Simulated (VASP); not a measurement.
# BaTiO3 (Pm-3m) in VASP: notebook, part 2 of 2

VASP 6.6.1. The steps go on from the part before.

**3. Relaxation of cell and atoms, PBEsol+D4**

The input, INCAR:

```
  PREC = Accurate
  ENCUT = 600
  EDIFF = 1E-6
  ISMEAR = -1
  SIGMA = 0.05
  LREAL = False
  LASPH = True
  NELM = 60
  ALGO = Normal
  ISIF = 3
  LWAVE = False
  LCHARG = False
  GGA = PS
  IVDW = 13
  IBRION = 2
  NSW = 60
  EDIFFG = -0.01
```

The input, KPOINTS:

```
regular mesh
0
Gamma
  7 7 7
```

The input, POSCAR:

```
BaTiO3
1.0
    4.0060000000      0.0000000000      0.0000000000
    0.0000000000      4.0060000000      0.0000000000
    0.0000000000      0.0000000000      4.0060000000
Ba Ti O
1 1 3
Direct
    0.5000000000      0.5000000000      0.5000000000
    0.0000000000      0.0000000000      0.0000000000
    0.0000000000      0.0000000000      0.5000000000
    0.0000000000      0.5000000000      0.0000000000
    0.5000000000      0.0000000000      0.0000000000
```

Potentials or basis: VASP PAW PBE potentials, release 64 (Ba_sv, Ti_sv, O).

Command:

```bash
$ cat potpaw_PBE.64/Ba_sv/POTCAR potpaw_PBE.64/Ti_sv/POTCAR potpaw_PBE.64/O/POTCAR > POTCAR
$ mpirun -np 1 vasp_std > vasp.out
```

OUTCAR:

```text
PREC = Accurate
   ENCUT = 600
   EDIFF = 1E-6
   ISMEAR = -1
   LREAL = False
   LASPH = True
   NELM = 60
   ISIF = 3
   GGA = PS
   IVDW = 13
   IBRION = 2
   NSW = 60
   EDIFFG = -0.01

 ion  position               nearest neighbor table
   1  0.500  0.500  0.500-   3 2.83   4 2.83   5 2.83   4 2.83   5 2.83   3 2.83   5 2.83   5 2.83
                             3 2.83   4 2.83   4 2.83   3 2.83   2 3.47   2 3.47   2 3.47   2 3.47
   2  0.000  0.000  0.000-   3 2.00   4 2.00   5 2.00   3 2.00   4 2.00   5 2.00   1 3.47   1 3.47
                             1 3.47   1 3.47   1 3.47   1 3.47   1 3.47   1 3.47
   3  0.000  0.000  0.500-   2 2.00   2 2.00   1 2.83   1 2.83   1 2.83   1 2.83
   4  0.000  0.500  0.000-   2 2.00   2 2.00   1 2.83   1 2.83   1 2.83   1 2.83
   5  0.500  0.000  0.000-   2 2.00   2 2.00   1 2.83   1 2.83   1 2.83   1 2.83

  LATTYP: Found a simple cubic cell.
 ALAT       =     4.0060000000

  Lattice vectors:

 A1 = (   4.0060000000,   0.0000000000,   0.0000000000)
 A2 = (   0.0000000000,   4.0060000000,   0.0000000000)
 A3 = (   0.0000000000,   0.0000000000,   4.0060000000)

Analysis of symmetry for initial positions (statically):
=====================================================================
 Subroutine PRICEL returns:
 Original cell was already a primitive cell.

 Routine SETGRP: Setting up the symmetry group for a
 simple cubic supercell.

 Subroutine GETGRP returns: Found 48 space group operations
 (whereof 48 operations were pure point group operations)
 out of a pool of 48 trial point group operations.

The static configuration has the point symmetry O_h .

Analysis of symmetry for dynamics (positions and initial velocities):
=====================================================================
 Subroutine PRICEL returns:
 Original cell was already a primitive cell.

 Routine SETGRP: Setting up the symmetry group for a
 simple cubic supercell.

 Subroutine GETGRP returns: Found 48 space group operations
 (whereof 48 operations were pure point group operations)
 out of a pool of 48 trial point group operations.

The dynamic configuration has the point symmetry O_h .

 Subroutine INISYM returns: Found 48 space group operations
 (whereof 48 operations are pure point group operations),
 and found     1 'primitive' translations

----------------------------------------------------------------------------------------

                                     Primitive cell

  volume of cell :      64.2884

  direct lattice vectors                    reciprocal lattice vectors
     4.006000000  0.000000000  0.000000000     0.249625562  0.000000000  0.000000000
     0.000000000  4.006000000  0.000000000     0.000000000  0.249625562  0.000000000
     0.000000000  0.000000000  4.006000000     0.000000000  0.000000000  0.249625562

  length of vectors
     4.006000000  4.006000000  4.006000000     0.249625562  0.249625562  0.249625562

  position of ions in fractional coordinates (direct lattice)
     0.500000000  0.500000000  0.500000000
     0.000000000  0.000000000  0.000000000
     0.000000000  0.000000000  0.500000000
     0.000000000  0.500000000  0.000000000
     0.500000000  0.000000000  0.000000000

  ion indices of the primitive-cell ions
   primitive index   ion index
                 1           1
                 2           2
                 3           3
                 4           4
                 5           5

----------------------------------------------------------------------------------------

 KPOINTS: regular mesh

Automatic generation of k-mesh.
 Grid dimensions read from file:
 generate k-points for:    7    7    7

 Generating k-lattice:

  Cartesian coordinates                     Fractional coordinates (reciprocal lattice)
     0.035660795  0.000000000  0.000000000     0.142857143  0.000000000  0.000000000
     0.000000000  0.035660795  0.000000000     0.000000000  0.142857143  0.000000000
     0.000000000  0.000000000  0.035660795     0.000000000  0.000000000  0.142857143

  Length of vectors
     0.035660795  0.035660795  0.035660795

  Shift w.r.t. Gamma in fractional coordinates (k-lattice)
     0.000000000  0.000000000  0.000000000

 Subroutine IBZKPT returns following result:
 ===========================================

 Found     20 irreducible k-points:

 Following reciprocal coordinates:
            Coordinates               Weight
  0.000000  0.000000  0.000000      1.000000
  0.142857  0.000000  0.000000      6.000000
  0.285714  0.000000  0.000000      6.000000
  0.428571  0.000000  0.000000      6.000000
  0.142857  0.142857  0.000000     12.000000
  0.285714  0.142857  0.000000     24.000000
[... 12 lines left out ...]
  0.428571  0.428571  0.285714     24.000000
  0.428571  0.428571  0.428571      8.000000
   k-points           NKPTS =     20   k-points in BZ     NKDIM =     20   number of bands    NBANDS=     24
   number of dos      NEDOS =    301   number of ions     NIONS =      5
   total plane-waves  NPLWV =  32768
   dimension x,y,z NGX =    32 NGY =   32 NGZ =   32
   dimension x,y,z NGXF=    64 NGYF=   64 NGZF=   64
   ions per type =               1   1   3
   NGX,Y,Z   is equivalent  to a cutoff of  13.28, 13.28, 13.28 a.u.
   NGXF,Y,Z  is equivalent  to a cutoff of  26.56, 26.56, 26.56 a.u.
 SYSTEM =  unknown system
   PREC   = accura    normal or accurate (medium, high low for compatibility)
   ISTART =      0    job   : 0-new  1-cont  2-samecut
   ICHARG =      2    charge: 1-file 2-atom 10-const
   ISPIN  =      1    spin polarized calculation?
   LNONCOLLINEAR =      F non collinear calculations
   LSORBIT =      F    spin-orbit coupling
   LASPH  =      T    aspherical Exc in radial PAW
   ENCUT  =  600.0 eV  44.10 Ry    6.64 a.u.   8.00  8.00  8.00*2*pi/ulx,y,z
   NELM   =     60;   NELMIN=  2; NELMDL= -5     # of ELM steps
   EDIFF  = 0.1E-05   stopping-criterion for ELM
   LREAL  =      F    real-space projection
   EDIFFG = -.1E-01   stopping-criterion for IOM
   NSW    =     60    number of steps for IOM
   IBRION =      2    ionic relax: 0-MD 1-quasi-New 2-CG
   NFREE  =      1    steps in history (QN), initial steepest desc. (CG)
   ISIF   =      3    stress and relaxation
   ISYM   =      2    0-nonsym 1-usesym 2-fastsym
   POTIM  = 0.5000    time-step for ionic-motion
   TEBEG  =    0.0;   TEEND  =   0.0 temperature during run
   PSTRESS=    0.0 pullay stress
   NELECT =      40.0000    total number of electrons
   NUPDOWN=      -1.0000    fix difference up-down
   EMIN   =  10.00;   EMAX   =-10.00  energy-range for DOS
   EFERMI =   0.00;   METHOD = LEGACY
   ISMEAR =    -1;   SIGMA  =   0.05  broadening in eV -4-tet -1-fermi 0-gaus
   EFERMI_NEDOS =   21; number of points for ismear=-14 and -15
   IALGO  =     38    algorithm
   IMIX   =      4    mixing-type and parameters
     AMIX     =   0.40;   BMIX     =  1.00
     AMIX_MAG =   1.60;   BMIX_MAG =  1.00
  volume/ion in A,a.u.               =      12.86        86.77
  Fermi-wavevector in a.u.,A,eV,Ry     =   1.397603  2.641087 26.576187  1.953295
  Thomas-Fermi vector in A             =   2.520843
   LORBIT       =      0    0 simple, 1 ext, 2 COOP (PROOUT), +10 PAW based schemes
   GGA     = PS    functional components
   LHFCALC =     F    Hartree Fock is set to
   AEXX    =    0.0000 exact exchange contribution
   IVDW    =    13    specifies the selected vdW correction
   LEPSILON=     F    determine dielectric tensor
   LRPA    =     F    only Hartree local field effects (RPA)
 conjugate gradient relaxation of ions
 non-spin polarized calculation
  energy-cutoff  :      600.00
  volume of cell :       64.29
 maximum number of plane-waves:      2170
   NGX = 17   NGY = 17   NGZ = 17

--------------------------------------- Ionic step        1  -------------------------------------------

 number of electron      39.9999998 magnetization

 Free energy of the ion-electron system (eV)
  ---------------------------------------------------
  ext. energy  EPLUGINS =         0.00000000
  ---------------------------------------------------
  free energy    TOTEN  =       -41.97896119 eV

  energy without entropy =      -41.97896119  energy(sigma->0) =      -41.97896119

------------------------ aborting loop because EDIFF is reached ----------------------------------------

  DFT-D4 for vdW energy calculation

  Edisp (eV):   -0.62014

  FORCE on cell =-STRESS in cart. coord.  units (eV):
  Direction    XX          YY          ZZ          XY          YZ          ZX
  --------------------------------------------------------------------------------------
  -------------------------------------------------------------------------------------
  Total      -1.85845    -1.85845    -1.85845    -0.00000     0.00000    -0.00000
  in kB     -46.31578   -46.31578   -46.31578    -0.00000     0.00000    -0.00000
  external pressure =      -46.32 kB  Pullay stress =        0.00 kB
[... 67 lines left out ...]
  energy  without entropy=      -42.5977520230  energy(sigma->0) =      -42.59775202

--------------------------------------- Ionic step        3  -------------------------------------------

 number of electron      39.9999981 magnetization

 Free energy of the ion-electron system (eV)
  ---------------------------------------------------
  ext. energy  EPLUGINS =         0.00000000
  ---------------------------------------------------
  free energy    TOTEN  =       -41.98586962 eV

  energy without entropy =      -41.98586962  energy(sigma->0) =      -41.98586962

 E-fermi :   4.7562     XC(G=0): -11.6464

 val. band max:        3.8155556090   @ k =   0.4286   0.4286   0.4286
 cond. band min:       5.6254051616   @ k =   0.0000   0.0000   0.0000
 fundamental gap:      1.8098495526
 Fermi energy:         4.7562226275

 k-point     1 :       0.0000    0.0000    0.0000
  band No.  band energies     occupation
      1     -52.3864      2.00000
      2     -28.7251      2.00000
      3     -28.7251      2.00000
      4     -28.7251      2.00000
      5     -20.8257      2.00000
      6     -12.9905      2.00000
[... 565 lines left out ...]
  FREE ENERGIE OF THE ION-ELECTRON SYSTEM (eV)
  ---------------------------------------------------
  free  energy   TOTEN  =       -42.6246345901 eV

  energy  without entropy=      -42.6246345879  energy(sigma->0) =      -42.62463459

 reached required accuracy - stopping structural energy minimisation
```

OSZICAR:

```text
N       E                     dE             d eps       ncg     rms          rms(c)
DAV:   1     0.478720555199E+03    0.47872E+03   -0.22496E+04   960   0.196E+03
DAV:   2    -0.619683560303E-01   -0.47878E+03   -0.47216E+03  1152   0.502E+02
DAV:   3    -0.502039261584E+02   -0.50142E+02   -0.49130E+02  1184   0.155E+02
[... 31 lines left out ...]
DAV:   5    -0.419844159705E+02   -0.10295E-02   -0.33433E-03  1416   0.452E-01    0.165E-01
DAV:   6    -0.419855084190E+02   -0.10924E-02   -0.26357E-03  1440   0.261E-01    0.118E-01
DAV:   7    -0.419858557284E+02   -0.34731E-03   -0.66094E-04  1416   0.155E-01    0.302E-02
DAV:   8    -0.419858679571E+02   -0.12229E-04   -0.61530E-05  1272   0.444E-02    0.175E-02
DAV:   9    -0.419858693079E+02   -0.13508E-05   -0.11135E-05  1216   0.247E-02    0.253E-03
DAV:  10    -0.419858696239E+02   -0.31601E-06   -0.10962E-06   680   0.646E-03
   3 F= -.42624635E+02 E0= -.42624635E+02  d E =-.255296E-01
```

CONTCAR:

```text
BaTiO3
   1.00000000000000
     3.9701170884902766    0.0000000000000000   -0.0000000000000000
    -0.0000000000000000    3.9701170884902766    0.0000000000000000
    -0.0000000000000000    0.0000000000000000    3.9701170884902766
  Ba              Ti              O
     1     1     3
Direct
     0.5000000000000000    0.5000000000000000    0.5000000000000000
     0.0000000000000000    0.0000000000000000    0.0000000000000000
     0.0000000000000000    0.0000000000000000    0.5000000000000000
     0.0000000000000000    0.5000000000000000    0.0000000000000000
     0.5000000000000000    0.0000000000000000    0.0000000000000000

  0.00000000E+00  0.00000000E+00  0.00000000E+00
  0.00000000E+00  0.00000000E+00  0.00000000E+00
  0.00000000E+00  0.00000000E+00  0.00000000E+00
  0.00000000E+00  0.00000000E+00  0.00000000E+00
  0.00000000E+00  0.00000000E+00  0.00000000E+00
```

Wall time 42 s (1 thread of AMD EPYC 9R45 (Zen 5), shared host); peak memory 0.18 GiB.

Results:

| Quantity | Value |
| --- | --- |
| Free energy | -42.6246 eV |
| Relaxed volume | 12.52 Å³/atom |
| Relaxed cell | a = 3.970 Å, b = 3.970 Å, c = 3.970 Å, α = 90.00°, β = 90.00°, γ = 90.00° |
| Space group after relaxing (to 0.05 Å) | Pm-3m (No. 221) |
| Energy gained by relaxing | 5.1 meV/atom |
| Ionic steps | 3 |
| Pressure after relaxing | 0.0 GPa |
| Band gap on the k mesh | 1.81 eV, indirect (least direct gap 1.87 eV) |
| Dispersion energy per atom | -0.128 eV |

Step by step:
```csv
step,energy change (eV),largest force (eV/Å),pressure (GPa),volume (Å³)
1,0.0000,0.0000,-4.63,64.29
2,0.0014,0.0000,5.27,60.89
3,-0.0255,0.0000,-0.01,62.58
```

Final structure:
```xyz
5
Lattice="3.9701 0.0000 0.0000 0.0000 3.9701 0.0000 0.0000 0.0000 3.9701" Properties=species:S:1:pos:R:3 pbc="T T T"
Ba    1.9851    1.9851    1.9851
Ti    0.0000    0.0000    0.0000
O     0.0000    0.0000    1.9851
O     0.0000    1.9851    0.0000
O     1.9851    0.0000    0.0000
```

Levels at points of the mesh, in eV from the valence-band top:
| k point | band 16 | band 17 | band 18 | band 19 | band 20 | band 21 | band 22 | band 23 | band 24 |
| --- | --- | --- | --- | --- | --- | --- | --- | --- | --- |
| (0.00, 0.00, 0.00) | -1.09 | -1.09 | -0.06 | -0.06 | -0.06 | 1.81 | 1.81 | 1.81 | 4.17 |

Caveat: the PAW data sets were made with another functional, which shifts forces and pressure a little; spin-orbit coupling is left out, which moves the levels of the heavy elements. A k mesh can miss the band edges.

**4. Single point, PBEsol, non-collinear spin, zero start, spin-orbit coupling**

The input, INCAR:

```
SYSTEM = BaTiO3
PREC = Accurate
ENCUT = 520
EDIFF = 1E-6
ISMEAR = -1
SIGMA = 0.05
LREAL = .FALSE.
LASPH = .TRUE.
NELM = 150
ALGO = Normal
ISIF = 2
LWAVE = .FALSE.
LCHARG = .TRUE.
MAGMOM = 0 0 0 0 0 0 0 0 0 0 0 0 0 0 0
LORBIT = 11
LSORBIT = .TRUE.
GGA_COMPAT = .FALSE.
LORBMOM = .TRUE.
LMAXMIX = 4
GGA = PS
LVHAR = .TRUE.
NBANDS = 55
```

The input, KPOINTS:

```
Automatic mesh
0
G
  7 7 7
  0 0 0
```

POSCAR is that of step 3.

Command:

```bash
$ cat potpaw_PBE.64/Ba_sv/POTCAR potpaw_PBE.64/Ti_sv/POTCAR potpaw_PBE.64/O/POTCAR > POTCAR
$ mpirun -np 1 vasp_ncl > vasp.out
```

It took 85 s on 1 thread of AMD EPYC 9R45 (Zen 5), shared host; peak memory 0.31 GiB.

It converged, with:

```
Free energy                                           : -42.1720 eV
Pressure                                              : -2.8 GPa
Net moment                                            : 0.00 μB per cell
Valence electrons inside the program's atomic spheres : Ba 7.97; Ti 10.19; O 5.00
```

Moments on the atoms (μB; x, y, z):
```
Ba  0.00 0.00 0.00
Ti  0.00 0.00 0.00
O   0.00 0.00 0.00
O   0.00 0.00 0.00
O   0.00 0.00 0.00
```

Caveat: the PAW data sets were made with another functional, which shifts forces and pressure a little.

**5. The runs side by side**

| task | level | spin | cell | cutoff (eV) | gap on the mesh (eV) | pressure (GPa) | relaxed volume (Å³/atom) |
| --- | --- | --- | --- | --- | --- | --- | --- |
| relaxation of cell and atoms | PBEsol+D3(BJ) | off | relaxed | 600 | 1.83 | 0.0 | 12.39 |
| relaxation of cell and atoms | PBEsol+D4 | off | relaxed | 600 | 1.81 | 0.0 | 12.52 |
| single point | PBEsol | non-collinear, zero start, SOC | as given | 520 | - | -2.8 | - |

Alike in all rows: potentials or basis VASP PAW PBE potentials, release 64 (Ba_sv, Ti_sv, O); k mesh 7 × 7 × 7; smearing fermi-dirac 0.05 eV.

Caveats: the PAW data sets were made with another functional, which shifts forces and pressure a little; spin-orbit coupling is left out, which moves the levels of the heavy elements (some runs).

Absolute energies hang on the potentials; compare differences alone.
